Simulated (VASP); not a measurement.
# CO2 (Pbca) in VASP: notebook

The runs below take CO2 through single point, with PBEsol.

Program: VASP 6.6.1. These are calculated values, not measurements. Logs are shortened: lines on timing, memory, paths and dates and some standing lists are left out, and cuts for length are marked.

## (1) The cell of the first run

Symmetry: Pbca, No. 61, orthorhombic system. The conventional cell has a = 5.800 Å, b = 5.800 Å, c = 6.119 Å, α = 90.00°, β = 90.00°, γ = 90.00°. Within 1.6 Å of C (site symmetry -1) lie 2 O at 1.19 Å. O (site symmetry 1) has 1 C at 1.19 Å within 1.6 Å.

## (2) Single point, PBEsol (normal strain along x +0.0550, normal strain along z +0.0000)

The input, INCAR:

```
SYSTEM = CO2
PREC = Accurate ; ENCUT = 520
EDIFF = 1E-6 ; ISMEAR = 0
SIGMA = 0.05 ; LREAL = .FALSE.
LASPH = .TRUE. ; NELM = 100
ALGO = Normal ; ISIF = 2
LWAVE = .FALSE. ; LCHARG = .TRUE.
GGA = PS ; LELF = .TRUE.
LVHAR = .TRUE. ; NBANDS = 44
```

The input, KPOINTS:

```
Automatic mesh
0
G
  4 4 4
  0 0 0
```

The input, POSCAR:

```
CO2
1.0
    6.1189315663      0.0000000000      0.0000000000
    0.0000000000      5.7999351339      0.0000000000
    0.0000000000      0.0000000000      5.7999351339
C O
4 8
Direct
    0.0000000000      0.0000000000      0.0000000000
    0.5000000000      0.0000000000      0.5000000000
    0.5000000000      0.5000000000      0.0000000000
    0.0000000000      0.5000000000      0.5000000000
    0.1161576883      0.1161576883      0.1161576883
    0.3838423117      0.8838423117      0.6161576883
    0.6161576883      0.3838423117      0.8838423117
    0.8838423117      0.6161576883      0.3838423117
    0.8838423117      0.8838423117      0.8838423117
    0.6161576883      0.1161576883      0.3838423117
    0.3838423117      0.6161576883      0.1161576883
    0.1161576883      0.3838423117      0.6161576883
```

Potentials or basis: VASP PAW PBE potentials, release 64 (C, O).

Started as:

```console
> cat potpaw_PBE.64/C/POTCAR potpaw_PBE.64/O/POTCAR > POTCAR
> mpirun -np 1 vasp_std > vasp.out
```

OUTCAR:

```text
SYSTEM = CO2
   PREC = Accurate
   ENCUT = 520
   EDIFF = 1E-6
   ISMEAR = 0
   LREAL = .FALSE.
   LASPH = .TRUE.
   NELM = 100
   ISIF = 2
   GGA = PS

 ion  position               nearest neighbor table
   1  0.000  0.000  0.000-   5 1.19   9 1.19
   2  0.500  0.000  0.500-   6 1.19  10 1.19
   3  0.500  0.500  0.000-   7 1.19  11 1.19
   4  0.000  0.500  0.500-   8 1.19  12 1.19
   5  0.116  0.116  0.116-   1 1.19
   6  0.384  0.884  0.616-   2 1.19
   7  0.616  0.384  0.884-   3 1.19
   8  0.884  0.616  0.384-   4 1.19
   9  0.884  0.884  0.884-   1 1.19
  10  0.616  0.116  0.384-   2 1.19
  11  0.384  0.616  0.116-   3 1.19
  12  0.116  0.384  0.616-   4 1.19

  LATTYP: Found a simple tetragonal cell.
 ALAT       =     5.7999351339
 C/A-ratio  =     1.0550000000

  Lattice vectors:

 A1 = (   0.0000000000,   5.7999351339,   0.0000000000)
 A2 = (   0.0000000000,   0.0000000000,   5.7999351339)
 A3 = (   6.1189315663,   0.0000000000,   0.0000000000)

Analysis of symmetry for initial positions (statically):
=====================================================================
 Subroutine PRICEL returns:
 Original cell was already a primitive cell.

 Routine SETGRP: Setting up the symmetry group for a
 simple tetragonal supercell.

 Subroutine GETGRP returns: Found  8 space group operations
 (whereof  2 operations were pure point group operations)
 out of a pool of 16 trial point group operations.

The static configuration has the point symmetry S_2 .
 The point group associated with its full space group is D_2h.

Analysis of symmetry for dynamics (positions and initial velocities):
=====================================================================
 Subroutine PRICEL returns:
 Original cell was already a primitive cell.

 Routine SETGRP: Setting up the symmetry group for a
 simple tetragonal supercell.

 Subroutine GETGRP returns: Found  8 space group operations
 (whereof  2 operations were pure point group operations)
 out of a pool of 16 trial point group operations.

The dynamic configuration has the point symmetry S_2 .
 The point group associated with its full space group is D_2h.

 Subroutine INISYM returns: Found  8 space group operations
 (whereof  2 operations are pure point group operations),
 and found     1 'primitive' translations

----------------------------------------------------------------------------------------

                                     Primitive cell

  volume of cell :     205.8363

  direct lattice vectors                    reciprocal lattice vectors
     6.118931566  0.000000000  0.000000000     0.163427224  0.000000000  0.000000000
     0.000000000  5.799935134  0.000000000     0.000000000  0.172415721  0.000000000
     0.000000000  0.000000000  5.799935134     0.000000000  0.000000000  0.172415721

  length of vectors
     6.118931566  5.799935134  5.799935134     0.163427224  0.172415721  0.172415721

  position of ions in fractional coordinates (direct lattice)
     0.000000000  0.000000000  0.000000000
     0.500000000  0.000000000  0.500000000
     0.500000000  0.500000000  0.000000000
     0.000000000  0.500000000  0.500000000
     0.116157688  0.116157688  0.116157688
     0.383842312  0.883842312  0.616157688
     0.616157688  0.383842312  0.883842312
     0.883842312  0.616157688  0.383842312
     0.883842312  0.883842312  0.883842312
     0.616157688  0.116157688  0.383842312
     0.383842312  0.616157688  0.116157688
     0.116157688  0.383842312  0.616157688

  ion indices of the primitive-cell ions
   primitive index   ion index
                 1           1
                 2           2
                 3           3
                 4           4
                 5           5
                 6           6
                 7           7
                 8           8
                 9           9
                10          10
                11          11
                12          12

----------------------------------------------------------------------------------------

 KPOINTS: Automatic mesh

Automatic generation of k-mesh.
 Grid dimensions read from file:
 generate k-points for:    4    4    4

 Generating k-lattice:

  Cartesian coordinates                     Fractional coordinates (reciprocal lattice)
     0.040856806  0.000000000  0.000000000     0.250000000  0.000000000  0.000000000
     0.000000000  0.043103930  0.000000000     0.000000000  0.250000000  0.000000000
     0.000000000  0.000000000  0.043103930     0.000000000  0.000000000  0.250000000

  Length of vectors
     0.040856806  0.043103930  0.043103930

  Shift w.r.t. Gamma in fractional coordinates (k-lattice)
     0.000000000  0.000000000  0.000000000

 Subroutine IBZKPT returns following result:
 ===========================================

 Found     27 irreducible k-points:

 Following reciprocal coordinates:
            Coordinates               Weight
  0.000000  0.000000  0.000000      1.000000
[... 41 lines left out ...]
   EFERMI =   0.00;   METHOD = LEGACY
   ISMEAR =     0;   SIGMA  =   0.05  broadening in eV -4-tet -1-fermi 0-gaus
   EFERMI_NEDOS =   21; number of points for ismear=-14 and -15
   IALGO  =     38    algorithm
   IMIX   =      4    mixing-type and parameters
     AMIX     =   0.40;   BMIX     =  1.00
     AMIX_MAG =   1.60;   BMIX_MAG =  1.00
  volume/ion in A,a.u.               =      17.15       115.75
  Fermi-wavevector in a.u.,A,eV,Ry     =   1.109075  2.095848 16.735806  1.230047
  Thomas-Fermi vector in A             =   2.245610
   LORBIT       =      0    0 simple, 1 ext, 2 COOP (PROOUT), +10 PAW based schemes
   GGA     = PS    functional components
   LHFCALC =     F    Hartree Fock is set to
   AEXX    =    0.0000 exact exchange contribution
   IVDW    =     0    specifies the selected vdW correction
   LEPSILON=     F    determine dielectric tensor
   LRPA    =     F    only Hartree local field effects (RPA)
 non-spin polarized calculation
 Gauss-broadening in eV      SIGMA  =   0.05
  energy-cutoff  :      520.00
  volume of cell :      205.84
 maximum number of plane-waves:      5586
 NGX is ok and might be reduce to    48
   NGX = 23   NGY = 21   NGZ = 21

 number of electron      64.0000005 magnetization

 Free energy of the ion-electron system (eV)
  ---------------------------------------------------
  ext. energy  EPLUGINS =         0.00000000
  ---------------------------------------------------
  free energy    TOTEN  =       -95.25095089 eV

  energy without entropy =      -95.25095089  energy(sigma->0) =      -95.25095089

 E-fermi :  -4.1554     XC(G=0):  -7.2664

 val. band max:       -4.3984531978   @ k =   0.0000   0.0000   0.0000
 cond. band min:       2.0531109285   @ k =   0.0000   0.0000   0.0000
 fundamental gap:      6.4515641263
 Fermi energy:        -4.1554385402

 k-point     1 :       0.0000    0.0000    0.0000
  band No.  band energies     occupation
      1     -24.5935      2.00000
      2     -24.4772      2.00000
      3     -24.4618      2.00000
      4     -24.4599      2.00000
      5     -23.5242      2.00000
      6     -23.5115      2.00000
[... 36 lines left out ...]
     43       5.8339      0.00000
     44       5.8428      0.00000

 k-point     2 :       0.2500    0.0000    0.0000
  band No.  band energies     occupation
      1     -24.5771      2.00000
      2     -24.4951      2.00000
      3     -24.4615      2.00000
      4     -24.4601      2.00000
      5     -23.5214      2.00000
      6     -23.5122      2.00000
[... 36 lines left out ...]
     43       6.0408      0.00000
     44       6.0504      0.00000

 k-point     3 :       0.5000    0.0000    0.0000
  band No.  band energies     occupation
      1     -24.5368      2.00000
      2     -24.5368      2.00000
      3     -24.4609      2.00000
      4     -24.4609      2.00000
      5     -23.5162      2.00000
      6     -23.5162      2.00000
[... 976 lines left out ...]
     43       4.6332      0.00000
     44       4.6332      0.00000

 k-point    24 :       0.5000   -0.2500    0.5000
  band No.  band energies     occupation
      1     -24.4982      2.00000
      2     -24.4982      2.00000
      3     -24.4982      2.00000
      4     -24.4982      2.00000
      5     -23.5074      2.00000
      6     -23.5074      2.00000
[... 36 lines left out ...]
     43       4.6358      0.00000
     44       4.6358      0.00000

 [... further k-points ...]
[... 5 lines left out ...]
  --------------------------------------------------------------------------------------
  -------------------------------------------------------------------------------------
  Total       -5.6334865     -4.8454851     -4.8219562      0.0000000      0.0000000      0.0000000
  in kB      -43.8496340    -37.7160299    -37.5328873      0.0000000      0.0000000      0.0000000
  external PRESSURE =     -39.6995171 kB  Pullay stress =       0.0000000 kB

 VOLUME and BASIS-vectors are now :
 -----------------------------------------------------------------------------
  energy-cutoff  :      520.00
  volume of cell :      205.84
      direct lattice vectors                 reciprocal lattice vectors
     6.118931566  0.000000000  0.000000000     0.163427224  0.000000000  0.000000000
     0.000000000  5.799935134  0.000000000     0.000000000  0.172415721  0.000000000
     0.000000000  0.000000000  5.799935134     0.000000000  0.000000000  0.172415721

 POSITION                                       TOTAL-FORCE (eV/Angst)
 -----------------------------------------------------------------------------------
      0.00000      0.00000      0.00000         0.000000      0.000000      0.000000
      3.05947      0.00000      2.89997         0.000000      0.000000      0.000000
      3.05947      2.89997      0.00000         0.000000      0.000000      0.000000
      0.00000      2.89997      2.89997         0.000000      0.000000      0.000000
      0.71076      0.67371      0.67371        -0.892658     -0.839342     -0.830667
      2.34870      5.12623      3.57367         0.892658      0.839342     -0.830667
      3.77023      2.22626      5.12623        -0.892658      0.839342      0.830667
      5.40817      3.57367      2.22626         0.892658     -0.839342      0.830667
      5.40817      5.12623      5.12623         0.892658      0.839342      0.830667
      3.77023      0.67371      2.22626        -0.892658     -0.839342      0.830667
      2.34870      3.57367      0.67371         0.892658     -0.839342     -0.830667
      0.71076      2.22626      3.57367        -0.892658      0.839342     -0.830667
 -----------------------------------------------------------------------------------
    total drift:                                0.000000      0.000000      0.000000

  FREE ENERGIE OF THE ION-ELECTRON SYSTEM (eV)
  ---------------------------------------------------
  free  energy   TOTEN  =       -95.2509508852 eV

  energy  without entropy=      -95.2509508852  energy(sigma->0) =      -95.25095089
```

Run time: 2.3 min. Hardware: 1 thread of Intel Xeon Platinum 8559C (Emerald Rapids), shared host; peak memory 0.39 GiB.

What came out:

| Item | Value |
| --- | --- |
| Free energy | -95.2510 eV |
| Pressure | -4.0 GPa |
| Largest force | 1.480 eV/Å |
| Band gap on the k mesh | 6.45 eV, direct |

Forces on the atoms (eV/Å):
```
C    0.000  0.000  0.000
C    0.000  0.000  0.000
C    0.000  0.000  0.000
C    0.000  0.000  0.000
O   -0.893 -0.839 -0.831
O    0.893  0.839 -0.831
O   -0.893  0.839  0.831
O    0.893 -0.839  0.831
O    0.893  0.839  0.831
O   -0.893 -0.839  0.831
O    0.893 -0.839 -0.831
O   -0.893  0.839 -0.831
```

Stress tensor (GPa, compression positive):
```
-4.38  0.00  0.00
 0.00 -3.77  0.00
 0.00  0.00 -3.75
```

Caveat: the cell differs from its parent crystal (normal strain along x +0.0550, normal strain along z +0.0000); the PAW data sets were made with another functional, which shifts forces and pressure a little.

## (3) Single point, PBEsol (normal strain along x +0.0000, normal strain along z +0.0750)

The input, INCAR:

```
SYSTEM = CO2
ALGO     = Normal         ! electronic algorithm
EDIFF    = 1E-6           ! SCF threshold, eV
ENCUT    = 520            ! plane-wave cutoff, eV
GGA      = PS             ! functional
ISIF     = 2              ! what is computed and relaxed
ISMEAR   = 0              ! smearing method
LASPH    = .True.         ! aspherical terms in the spheres
LCHARG   = .False.        ! write CHGCAR
LREAL    = .False.        ! projectors in reciprocal space
LWAVE    = .False.        ! write WAVECAR
NBANDS   = 44             ! bands
NELM     = 100            ! most SCF steps
PREC     = Accurate       ! precision mode
SIGMA    = 0.05           ! smearing width, eV
```

The input, KPOINTS:

```
k-points
0
Gamma
  4 4 4
  0 0 0
```

POSCAR: that of step 2 with these lines changed.

```diff
@@ -2,5 +2,5 @@
 1.0
-    6.1189315663      0.0000000000      0.0000000000
+    5.7999351339      0.0000000000      0.0000000000
     0.0000000000      5.7999351339      0.0000000000
-    0.0000000000      0.0000000000      5.7999351339
+    0.0000000000      0.0000000000      6.2349302689
 C O
```

Potentials or basis: VASP PAW PBE potentials, release 64 (C, O).

Started as:

```console
> cat potpaw_PBE.64/C/POTCAR potpaw_PBE.64/O/POTCAR > POTCAR
> mpirun -np 1 vasp_std > vasp.out
```

Run time: 2.6 min. Hardware: 1 thread of Intel Xeon Platinum 8559C (Emerald Rapids), shared host; peak memory 0.4 GiB.

Results (log left out):

```
Free energy            : -95.1243 eV
Pressure               : -5.7 GPa
Largest force          : 2.214 eV/Å
Band gap on the k mesh : 6.37 eV, direct
```

Forces in eV/Å, atoms in the order of the input:
```
C    0.000  0.000  0.000
C    0.000  0.000  0.000
C    0.000  0.000  0.000
C    0.000  0.000  0.000
O   -1.247 -1.236 -1.350
O    1.247  1.236 -1.350
O   -1.247  1.236  1.350
O    1.247 -1.236  1.350
O    1.247  1.236  1.350
O   -1.247 -1.236  1.350
O    1.247 -1.236 -1.350
O   -1.247  1.236 -1.350
```

Stress tensor (GPa, compression positive):
```
-5.38  0.00  0.00
 0.00 -5.34  0.00
 0.00  0.00 -6.44
```

Levels at points of the mesh, in eV from the valence-band top:
```tsv
k point	band 28	band 29	band 30	band 31	band 32	band 33	band 34	band 35	band 36	band 37
(0.00, 0.00, 0.00)	-0.20	-0.18	-0.17	-0.11	0.00	6.37	7.55	7.63	7.68	7.73
(0.50, 0.00, 0.00)	-0.29	-0.25	-0.25	-0.12	-0.12	7.62	7.62	7.71	7.71	7.84
(0.00, 0.50, 0.00)	-0.29	-0.24	-0.24	-0.11	-0.11	7.54	7.54	7.75	7.75	7.85
(0.50, 0.50, 0.00)	-0.28	-0.23	-0.23	-0.23	-0.23	7.56	7.56	7.56	7.56	8.10
(0.00, 0.00, 0.50)	-0.30	-0.27	-0.27	-0.08	-0.08	7.57	7.57	7.58	7.58	7.80
(0.50, 0.00, 0.50)	-0.29	-0.22	-0.22	-0.22	-0.22	7.59	7.59	7.59	7.59	8.05
(0.00, 0.50, 0.50)	-0.28	-0.24	-0.24	-0.24	-0.24	7.57	7.57	7.57	7.57	8.06
(0.50, 0.50, 0.50)	-0.31	-0.23	-0.23	-0.23	-0.23	7.58	7.58	7.58	7.58	8.23
```

Caveat: the cell differs from its parent crystal (normal strain along x +0.0000, normal strain along z +0.0750); the PAW data sets were made with another functional, which shifts forces and pressure a little. A k mesh can miss the band edges.

## (4) Single point, PBEsol (normal strain along x +0.1100, normal strain along z +0.1500)

The input, INCAR:

```
SYSTEM = CO2
  PREC = Accurate
  ENCUT = 520
  EDIFF = 1E-6
  ISMEAR = 0
  SIGMA = 0.05
  LREAL = .False.
  LASPH = .True.
  NELM = 100
  ALGO = Normal
  ISIF = 2
  LWAVE = .False.
  LCHARG = .False.
  GGA = PS
  NBANDS = 44
```

The input, KPOINTS:

```
regular mesh
0
Gamma
  4 4 4
  0 0 0
```

POSCAR: that of step 3 with these lines changed.

```diff
@@ -2,5 +2,5 @@
 1.0
-    5.7999351339      0.0000000000      0.0000000000
+    6.4379279986      0.0000000000      0.0000000000
     0.0000000000      5.7999351339      0.0000000000
-    0.0000000000      0.0000000000      6.2349302689
+    0.0000000000      0.0000000000      6.6699254040
 C O
```

Started as:

```console
> cat potpaw_PBE.64/C/POTCAR potpaw_PBE.64/O/POTCAR > POTCAR
> mpirun -np 1 vasp_std > vasp.out
```

Run time: 6 min. Hardware: 1 thread of Intel Xeon 8259CL, shared host; peak memory 0.44 GiB.

Results (log left out):

```yaml
Free_energy: -92.1769 eV
Pressure: -16.0 GPa
Largest_force: 7.178 eV/Å
Band_gap_on_the_k_mesh: 5.75 eV, direct
```

Forces in eV/Å, atoms in the order of the input:
```
C    0.000  0.000  0.000
C    0.000  0.000  0.000
C    0.000  0.000  0.000
C    0.000  0.000  0.000
O   -4.233 -3.795 -4.382
O    4.233  3.795 -4.382
O   -4.233  3.795  4.382
O    4.233 -3.795  4.382
O    4.233  3.795  4.382
O   -4.233 -3.795  4.382
O    4.233 -3.795 -4.382
O   -4.233  3.795 -4.382
```

Stress tensor (GPa, compression positive):
```
-16.63   0.00   0.00
  0.00 -13.39   0.00
  0.00   0.00 -17.93
```

Levels at points of the mesh, in eV from the valence-band top:
```tsv
k point	band 28	band 29	band 30	band 31	band 32	band 33	band 34	band 35	band 36	band 37
(0.00, 0.00, 0.00)	-0.20	-0.15	-0.15	-0.14	0.00	5.75	6.53	6.53	6.64	6.66
(0.50, 0.00, 0.00)	-0.25	-0.22	-0.22	-0.11	-0.11	6.61	6.61	6.64	6.64	6.83
(0.00, 0.50, 0.00)	-0.22	-0.20	-0.20	-0.14	-0.14	6.56	6.56	6.72	6.72	6.82
(0.50, 0.50, 0.00)	-0.27	-0.17	-0.17	-0.17	-0.17	6.57	6.57	6.57	6.57	6.90
(0.00, 0.00, 0.50)	-0.26	-0.22	-0.22	-0.07	-0.07	6.53	6.53	6.69	6.69	6.78
(0.50, 0.00, 0.50)	-0.23	-0.21	-0.21	-0.21	-0.21	6.59	6.59	6.59	6.59	6.86
(0.00, 0.50, 0.50)	-0.25	-0.18	-0.18	-0.18	-0.18	6.57	6.57	6.57	6.57	6.91
(0.50, 0.50, 0.50)	-0.29	-0.17	-0.17	-0.17	-0.17	6.56	6.56	6.56	6.56	7.00
```

Caveat: the cell differs from its parent crystal (normal strain along x +0.1100, normal strain along z +0.1500); the PAW data sets were made with another functional, which shifts forces and pressure a little. A k mesh can miss the band edges.

## (5) Summary

| cell | gap on the mesh (eV) | pressure (GPa) | largest force (eV/Å) |
| --- | --- | --- | --- |
| a = 6.119, b = 5.800, c = 5.800 Å, 12 atoms | 6.45 | -4.0 | 1.48 |
| a = 5.800, b = 5.800, c = 6.235 Å, 12 atoms | 6.37 | -5.7 | 2.21 |
| a = 6.438, b = 5.800, c = 6.670 Å, 12 atoms | 5.75 | -16.0 | 7.18 |

Alike in all rows: task single point; level PBEsol; potentials or basis VASP PAW PBE potentials, release 64 (C, O); no spin polarisation; k mesh 4 × 4 × 4; cutoff (eV) 520; smearing gaussian 0.05 eV.

Caveats: the PAW data sets were made with another functional, which shifts forces and pressure a little.

Absolute energies hang on the potentials; compare differences alone.
